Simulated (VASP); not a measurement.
# Ga in VASP: notebook

Ga is run at these levels: PBE; tasks: single point.

Everything below comes from runs of VASP 6.6.1. Logs are shortened: lines on timing, memory, paths and dates and some standing lists are left out, and cuts for length are marked.

## Step 1: The cell of the first run

The cell holds a sheet with vacuum, 2 atoms: a = 4.394 Å, b = 4.394 Å, c = 14.000 Å, α = 90.00°, β = 90.00°, γ = 120.00°.

The cell was built from a structure type or drawn by symmetry, and may not be a known phase.

## Step 2: Single point, PBE

File INCAR:

```
SYSTEM = Ga
PREC = Accurate
ENCUT = 520
EDIFF = 1E-6
ISMEAR = 0
SIGMA = 0.1
LREAL = .False.
LASPH = .True.
NELM = 80
ALGO = Normal
ISIF = 2
LWAVE = .False.
LCHARG = .True.
LDIPOL = .True.
IDIPOL = 3
DIPOL = 0.5 0.5 0.500
GGA = PE
LELF = .True.
LVHAR = .True.
LVACPOTAV = .True.
NBANDS = 20
```

File KPOINTS:

```
regular mesh
0
Gamma
  6 6 1
  0 0 0
```

File POSCAR:

```
Ga
1.0
    4.3942750000      0.0000000000      0.0000000000
   -2.1971380000      3.8055540000      0.0000000000
    0.0000000000      0.0000000000     14.0000000000
Ga
2
Direct
    0.3333333300      0.6666666700      0.5000000000
    0.6666666700      0.3333333300      0.5000000000
```

Potentials or basis: VASP PAW PBE potentials, release 64 (Ga_d).

On the command line:

```console
cat potpaw_PBE.64/Ga_d/POTCAR > POTCAR
mpirun -np 1 vasp_std > vasp.out
```

OUTCAR:

```text
SYSTEM = Ga
   PREC = Accurate
   ENCUT = 520
   EDIFF = 1E-6
   ISMEAR = 0
   LREAL = .False.
   LASPH = .True.
   NELM = 80
   ISIF = 2
   GGA = PE

 ion  position               nearest neighbor table
   1  0.333  0.667  0.500-   2 2.54   2 2.54   2 2.54
   2  0.667  0.333  0.500-   1 2.54   1 2.54   1 2.54

  LATTYP: Found a hexagonal cell.
 ALAT       =     4.3942750000
 C/A-ratio  =     3.1859635549

  Lattice vectors:

 A1 = (   4.3942750000,   0.0000000000,   0.0000000000)
 A2 = (  -2.1971380000,   3.8055540000,   0.0000000000)
 A3 = (   0.0000000000,   0.0000000000,  14.0000000000)

Analysis of symmetry for initial positions (statically):
=====================================================================
 Subroutine PRICEL returns:
 Original cell was already a primitive cell.

 Routine SETGRP: Setting up the symmetry group for a
 hexagonal supercell.

 Subroutine GETGRP returns: Found 24 space group operations
 (whereof 24 operations were pure point group operations)
 out of a pool of 24 trial point group operations.

The static configuration has the point symmetry D_6h.

Analysis of symmetry for dynamics (positions and initial velocities):
=====================================================================
 Subroutine PRICEL returns:
 Original cell was already a primitive cell.

 Routine SETGRP: Setting up the symmetry group for a
 hexagonal supercell.

 Subroutine GETGRP returns: Found 24 space group operations
 (whereof 24 operations were pure point group operations)
 out of a pool of 24 trial point group operations.

The dynamic configuration has the point symmetry D_6h.

 Subroutine INISYM returns: Found 24 space group operations
 (whereof 24 operations are pure point group operations),
 and found     1 'primitive' translations

----------------------------------------------------------------------------------------

                                     Primitive cell

  volume of cell :     234.1171

  direct lattice vectors                    reciprocal lattice vectors
     4.394275000  0.000000000  0.000000000     0.227568825  0.131386945  0.000000000
    -2.197138000  3.805554000  0.000000000     0.000000000  0.262773830  0.000000000
     0.000000000  0.000000000 14.000000000     0.000000000  0.000000000  0.071428571

  length of vectors
     4.394275000  4.394275439 14.000000000     0.262773856  0.262773830  0.071428571

  position of ions in fractional coordinates (direct lattice)
     0.333333330  0.666666670  0.500000000
     0.666666670  0.333333330  0.500000000

  ion indices of the primitive-cell ions
   primitive index   ion index
                 1           1
                 2           2

----------------------------------------------------------------------------------------

 KPOINTS: regular mesh

Automatic generation of k-mesh.
 Grid dimensions read from file:
 generate k-points for:    6    6    1

 Generating k-lattice:

  Cartesian coordinates                     Fractional coordinates (reciprocal lattice)
     0.037928138  0.021897824  0.000000000     0.166666667  0.000000000  0.000000000
     0.000000000  0.043795638  0.000000000     0.000000000  0.166666667  0.000000000
     0.000000000  0.000000000  0.071428571     0.000000000  0.000000000  1.000000000

  Length of vectors
     0.043795643  0.043795638  0.071428571

  Shift w.r.t. Gamma in fractional coordinates (k-lattice)
     0.000000000  0.000000000  0.000000000

 Subroutine IBZKPT returns following result:
 ===========================================

 Found      7 irreducible k-points:

 Following reciprocal coordinates:
            Coordinates               Weight
  0.000000  0.000000  0.000000      1.000000
  0.166667 -0.000000  0.000000      6.000000
  0.333333 -0.000000  0.000000      6.000000
  0.500000 -0.000000  0.000000      3.000000
  0.166667  0.166667  0.000000      6.000000
  0.333333  0.166667  0.000000     12.000000
  0.333333  0.333333  0.000000      2.000000
   k-points           NKPTS =      7   k-points in BZ     NKDIM =      7   number of bands    NBANDS=     20
   number of dos      NEDOS =    301   number of ions     NIONS =      2
   total plane-waves  NPLWV = 139968
   dimension x,y,z NGX =    36 NGY =   36 NGZ =  108
   dimension x,y,z NGXF=    72 NGYF=   72 NGZF=  216
   ions per type =               2
   NGX,Y,Z   is equivalent  to a cutoff of  13.62, 13.62, 12.82 a.u.
   NGXF,Y,Z  is equivalent  to a cutoff of  27.24, 27.24, 25.65 a.u.
 SYSTEM =  Ga
   PREC   = accura    normal or accurate (medium, high low for compatibility)
   ISTART =      0    job   : 0-new  1-cont  2-samecut
   ICHARG =      2    charge: 1-file 2-atom 10-const
   ISPIN  =      1    spin polarized calculation?
   LNONCOLLINEAR =      F non collinear calculations
   LSORBIT =      F    spin-orbit coupling
   LASPH  =      T    aspherical Exc in radial PAW
   ENCUT  =  520.0 eV  38.22 Ry    6.18 a.u.   8.17  8.17 26.03*2*pi/ulx,y,z
   NELM   =     80;   NELMIN=  2; NELMDL= -5     # of ELM steps
   EDIFF  = 0.1E-05   stopping-criterion for ELM
   LREAL  =      F    real-space projection
   EDIFFG = 0.1E-04   stopping-criterion for IOM
   NSW    =      0    number of steps for IOM
   IBRION =     -1    ionic relax: 0-MD 1-quasi-New 2-CG
   NFREE  =      0    steps in history (QN), initial steepest desc. (CG)
   ISIF   =      2    stress and relaxation
   ISYM   =      2    0-nonsym 1-usesym 2-fastsym
   POTIM  = 0.5000    time-step for ionic-motion
   TEBEG  =    0.0;   TEEND  =   0.0 temperature during run
   PSTRESS=    0.0 pullay stress
   NELECT =      26.0000    total number of electrons
   NUPDOWN=      -1.0000    fix difference up-down
   EMIN   =  10.00;   EMAX   =-10.00  energy-range for DOS
   EFERMI =   0.00;   METHOD = LEGACY
   ISMEAR =     0;   SIGMA  =   0.10  broadening in eV -4-tet -1-fermi 0-gaus
   EFERMI_NEDOS =   21; number of points for ismear=-14 and -15
   IALGO  =     38    algorithm
   IMIX   =      4    mixing-type and parameters
     AMIX     =   0.40;   BMIX     =  1.00
     AMIX_MAG =   1.60;   BMIX_MAG =  1.00
  volume/ion in A,a.u.               =     117.06       789.95
  Fermi-wavevector in a.u.,A,eV,Ry     =   0.786904  1.487032  8.424964  0.619217
  Thomas-Fermi vector in A             =   1.891536
   LORBIT       =      0    0 simple, 1 ext, 2 COOP (PROOUT), +10 PAW based schemes
   GGA     = PE    functional components
   LHFCALC =     F    Hartree Fock is set to
   AEXX    =    0.0000 exact exchange contribution
   IVDW    =     0    specifies the selected vdW correction
   LEPSILON=     F    determine dielectric tensor
   LRPA    =     F    only Hartree local field effects (RPA)
 non-spin polarized calculation
 Gauss-broadening in eV      SIGMA  =   0.10
  energy-cutoff  :      520.00
  volume of cell :      234.12
 maximum number of plane-waves:      6334
 NGX is ok and might be reduce to    36
   NGX = 17   NGY = 17   NGZ = 53

 number of electron      26.0000001 magnetization

 dipolmoment           0.000000      0.000000      0.000000 electrons x Angstroem

 Free energy of the ion-electron system (eV)
  ---------------------------------------------------
  ext. energy  EPLUGINS =         0.00000000
  ---------------------------------------------------
  free energy    TOTEN  =        -4.55229677 eV

  energy without entropy =       -4.53728641  energy(sigma->0) =       -4.54479159

 E-fermi :  -2.6323     XC(G=0):  -2.9781

 val. band max:       -2.6987543404   @ k =   0.1667   0.1667   0.0000
 cond. band min:      -2.6022060870   @ k =   0.3333  -0.0000   0.0000
 fundamental gap:      0.0965482533
 Fermi energy:        -2.6322770675

 k-point     1 :       0.0000    0.0000    0.0000
  band No.  band energies     occupation
      1     -17.5036      2.00000
      2     -17.3885      2.00000
      3     -17.3885      2.00000
      4     -17.3217      2.00000
      5     -17.3217      2.00000
      6     -17.2026      2.00000
[... 12 lines left out ...]
     19       2.4240      0.00000
     20       2.4240      0.00000

 k-point     2 :       0.1667   -0.0000    0.0000
  band No.  band energies     occupation
      1     -17.4981      2.00000
      2     -17.3941      2.00000
      3     -17.3809      2.00000
      4     -17.3715      2.00000
      5     -17.3686      2.00000
      6     -17.2078      2.00000
[... 12 lines left out ...]
     19       2.7034      0.00000
     20       2.9566      0.00000

 k-point     3 :       0.3333   -0.0000    0.0000
  band No.  band energies     occupation
      1     -17.4902      2.00000
      2     -17.4296      2.00000
      3     -17.4269      2.00000
      4     -17.4045      2.00000
      5     -17.3627      2.00000
      6     -17.2314      2.00000
[... 12 lines left out ...]
     19       3.3679      0.00000
     20       4.7799      0.00000

 k-point     4 :       0.5000   -0.0000    0.0000
  band No.  band energies     occupation
      1     -17.4922      2.00000
      2     -17.4490      2.00000
      3     -17.4453      2.00000
      4     -17.4094      2.00000
      5     -17.3509      2.00000
      6     -17.2460      2.00000
[... 12 lines left out ...]
     19       4.0104      0.00000
     20       4.2769      0.00000

 k-point     5 :       0.1667    0.1667    0.0000
  band No.  band energies     occupation
      1     -17.4929      2.00000
      2     -17.4247      2.00000
      3     -17.4073      2.00000
      4     -17.4044      2.00000
      5     -17.3643      2.00000
      6     -17.2278      2.00000
[... 12 lines left out ...]
     19       2.5642      0.00000
     20       3.1137      0.00000

 k-point     6 :       0.3333    0.1667    0.0000
  band No.  band energies     occupation
      1     -17.5047      2.00000
      2     -17.4466      2.00000
      3     -17.4359      2.00000
      4     -17.4147      2.00000
      5     -17.3389      2.00000
      6     -17.2565      2.00000
[... 12 lines left out ...]
     19       4.1041      0.00000
     20       4.1839      0.00000

 k-point     7 :       0.3333    0.3333    0.0000
  band No.  band energies     occupation
      1     -17.5216      2.00000
      2     -17.4418      2.00000
      3     -17.4418      2.00000
      4     -17.4214      2.00000
      5     -17.2978      2.00000
      6     -17.2978      2.00000
[... 12 lines left out ...]
     19       4.0948      0.00000
     20       4.2224      0.00000

------------------------ aborting loop because EDIFF is reached ----------------------------------------

  FORCE on cell =-STRESS in cart. coord.  units (eV):
  Direction    XX          YY          ZZ          XY          YZ          ZX
  --------------------------------------------------------------------------------------
  -------------------------------------------------------------------------------------
  Total       -0.6019451     -0.6019452     -0.0015441      0.0000001      0.0000000     -0.0000000
  in kB       -4.1194032     -4.1194037     -0.0105668      0.0000005      0.0000000     -0.0000000
  external PRESSURE =      -2.7497912 kB  Pullay stress =       0.0000000 kB

 VOLUME and BASIS-vectors are now :
 -----------------------------------------------------------------------------
  energy-cutoff  :      520.00
  volume of cell :      234.12
      direct lattice vectors                 reciprocal lattice vectors
     4.394275000  0.000000000  0.000000000     0.227568825  0.131386945  0.000000000
    -2.197138000  3.805554000  0.000000000     0.000000000  0.262773830  0.000000000
     0.000000000  0.000000000 14.000000000     0.000000000  0.000000000  0.071428571

 POSITION                                       TOTAL-FORCE (eV/Angst)
 -----------------------------------------------------------------------------------
     -0.00000      2.53704      7.00000         0.000000      0.000000      0.000000
      2.19714      1.26852      7.00000        -0.000000      0.000000     -0.000000
 -----------------------------------------------------------------------------------
    total drift:                                0.000000      0.000000      0.000000

  FREE ENERGIE OF THE ION-ELECTRON SYSTEM (eV)
  ---------------------------------------------------
  free  energy   TOTEN  =        -4.5522967711 eV

  energy  without entropy=       -4.5372864086  energy(sigma->0) =       -4.54479159

 vacuum level on the upper side and lower side of the slab         1.562         1.562
```

It took 32 s on 1 thread of Intel Xeon 6975P-C (Granite Rapids), shared host; peak memory 0.35 GiB.

Results:

```yaml
Free_energy: -4.5523 eV
Band_gap_on_the_k_mesh: zero (bands 13 and 14 overlap by 1.25 eV)
```

## Step 3: Single point, PBE

This run uses another cell than the first one.

File INCAR:

```
PREC = Accurate ; ENCUT = 520
EDIFF = 1E-7 ; ISMEAR = 0
SIGMA = 0.1 ; LREAL = F
LASPH = T ; NELM = 100
ALGO = Normal ; ISIF = 2
LWAVE = F ; LCHARG = F
LDIPOL = T ; IDIPOL = 3
DIPOL = 0.5 0.5 0.294 ; GGA = PE
NBANDS = 20
```

File KPOINTS:

```
regular mesh
0
Gamma
  18 18 1
```

File POSCAR:

```
Ga
1.0
    4.3150070414      0.0000002835      0.0000000000
   -2.1575037662      3.7369055736      0.0000000000
    0.0000000000      0.0000000000     23.8000000000
Ga
2
Direct
    0.3333333333      0.6666666667      0.2941176471
    0.6666666667      0.3333333333      0.2941176471
```

Potentials or basis: VASP PAW PBE potentials, release 64 (Ga_d).

On the command line:

```console
cat potpaw_PBE.64/Ga_d/POTCAR > POTCAR
mpirun -np 1 vasp_std > vasp.out
```

Wall time 3.3 min (1 thread of Intel Xeon 6975P-C (Granite Rapids), shared host); peak memory 0.57 GiB.

The run converged. Its results:

| Quantity | Value |
| --- | --- |
| Free energy | -4.5499 eV |
| Band gap on the k mesh | zero (bands 13 and 14 overlap by 1.41 eV) |

Levels at points of the mesh, in eV from the Fermi level:
```
           k point  band 9  band 10  band 11  band 12  band 13  band 14  band 15  band 16  band 17  band 18
(0.00, 0.00, 0.00)  -14.49   -14.49    -8.21    -0.95     1.30     1.30     1.72     3.36     4.09     4.34
(0.50, 0.00, 0.00)  -14.33   -14.31    -6.34    -4.79    -0.21     0.99     2.52     2.63     5.92     6.14
```

## Step 4: Single point, PBE

This run uses another cell than the first one.

File INCAR:

```
SYSTEM = Ga
PREC     = Accurate       ! precision mode
ENCUT    = 520            ! plane-wave cutoff, eV
EDIFF    = 1E-6           ! SCF threshold, eV
ISMEAR   = 0              ! smearing method
SIGMA    = 0.1            ! smearing width, eV
LREAL    = .False.        ! projectors in reciprocal space
LASPH    = .True.         ! aspherical terms in the spheres
NELM     = 80             ! most SCF steps
ALGO     = Normal         ! electronic algorithm
ISIF     = 2              ! what is computed and relaxed
LWAVE    = .False.        ! write WAVECAR
LCHARG   = .False.        ! write CHGCAR
LDIPOL   = .True.       
IDIPOL   = 3            
DIPOL    = 0.5 0.5 0.294
GGA      = PE             ! functional
NBANDS   = 20             ! bands
```

File KPOINTS:

```
Automatic mesh
0
Gamma
  18 18 1
  0 0 0
```

File POSCAR:

```
Ga
1.0
    4.3304673368      0.0000002845      0.0000000000
   -2.1652339148      3.7502945817      0.0000000000
    0.0000000000      0.0000000000     23.8000000000
Ga
2
Direct
    0.3333333333      0.6666666667      0.2941176471
    0.6666666667      0.3333333333      0.2941176471
```

On the command line:

```console
cat potpaw_PBE.64/Ga_d/POTCAR > POTCAR
mpirun -np 1 vasp_std > vasp.out
```

Wall time 3.3 min (1 thread of Intel Xeon 6975P-C (Granite Rapids), shared host); peak memory 0.57 GiB.

The run converged. Its results:

| Property | Result |
| --- | --- |
| Free energy | -4.5507 eV |
| Band gap on the k mesh | zero (bands 13 and 14 overlap by 1.38 eV) |

Levels at points of the mesh, in eV from the Fermi level:
```tsv
k point	band 9	band 10	band 11	band 12	band 13	band 14	band 15	band 16	band 17	band 18
(0.00, 0.00, 0.00)	-14.49	-14.49	-8.18	-0.93	1.29	1.29	1.63	3.36	4.08	4.33
(0.50, 0.00, 0.00)	-14.33	-14.31	-6.33	-4.78	-0.21	0.99	2.51	2.59	5.90	6.12
```

## Step 5: Overview

| cell | k mesh | gap on the mesh (eV) |
| --- | --- | --- |
| a = 4.394, b = 4.394, c = 14.000 Å, angles 90.0, 90.0, 120.0°, 2 atoms | 6 × 6 × 1 | none |
| a = 4.315, b = 4.315, c = 23.800 Å, angles 90.0, 90.0, 120.0°, 2 atoms | 18 × 18 × 1 | none |
| a = 4.330, b = 4.330, c = 23.800 Å, angles 90.0, 90.0, 120.0°, 2 atoms | 18 × 18 × 1 | none |

Alike in all rows: task single point; level PBE; potentials or basis VASP PAW PBE potentials, release 64 (Ga_d); no spin polarisation; cutoff (eV) 520; smearing gaussian 0.1 eV.

Total energies depend on the potentials used, so only differences within one code and one set of settings carry meaning.
